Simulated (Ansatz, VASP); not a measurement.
# Two plane-wave programs on PtS2

Contents of INCAR:

```
PREC = Accurate
ENCUT = 600
EDIFF = 1E-6
ISMEAR = -1
SIGMA = 0.05
LREAL = False
LASPH = True
NELM = 60
ALGO = Normal
ISIF = 3
LWAVE = False
LCHARG = False
GGA = PS
IBRION = 2
NSW = 80
EDIFFG = -0.05
```

The input KPOINTS:

```
regular mesh
0
Gamma
  9 9 6
```

The input POSCAR:

```
PtS2
1.0
    3.5432000000      0.0000000000      0.0000000000
   -1.7716000000      3.0685012107      0.0000000000
    0.0000000000      0.0000000000      5.0388000000
Pt S
1 2
Direct
    0.0000000000      0.0000000000      0.0000000000
    0.3333333333      0.6666666667      0.2270000000
    0.6666666667      0.3333333333      0.7730000000
```

Input for Ansatz:

```yaml
crystal:
  lattice:
    a: 3.5432
    b: 3.5432
    c: 5.0388
    alpha: 90.0
    beta: 90.0
    gamma: 120.0
  space_group: 164
  atoms:
    - { symbol: Pt, position: [0.0, 0.0, 0.0] }
    - { symbol: S, position: [0.3333333333333333, 0.6666666666666666, 0.227] }
basis:
  ecutwfc: 517.016338673772
kpoints:
  mp_grid:
    grid: [9, 9, 6]
hamiltonian:
  xc: pbesol
  dispersion: none
scf:
  occupations:
    method: fermi_dirac
    width: 0.05
relax:
  f_tol: 0.05
  max_steps: 60
  cell: {}
```

Alike in both runs: task relaxation of cell and atoms; functional PBEsol; k mesh 9 × 9 × 6; occupations fermi-dirac, width 0.05 eV; no spin polarisation.

```csv
,VASP,Ansatz
version,VASP 6.6.1,Ansatz 0.2.0
potentials or method,"VASP PAW PBE potentials, release 64 (Pt, S), cutoff 600 eV","plane waves, PAW"
valence electrons in the cell,22,30
```

Ansatz gave:

| Property | Result |
| --- | --- |
| relaxed volume (Å³/atom) | 17.53 |
| relaxed length of the cell vector where the two differ most in proportion (Å) | 4.758 |

Q: What did VASP give for the same quantities?

A: Relaxed volume (Å³/atom): 18.73; relaxed length of the cell vector where the two differ most in proportion (Å): 5.139.

VASP's potentials were made for PBE, not for PBEsol. One of these differences is far larger than is usual between the two programs; its cause wasn't traced. VASP's potentials hold 22 valence electrons a cell and Ansatz's 30, so a difference there can come from the potentials and not from the codes.

Spin-orbit coupling is off throughout.
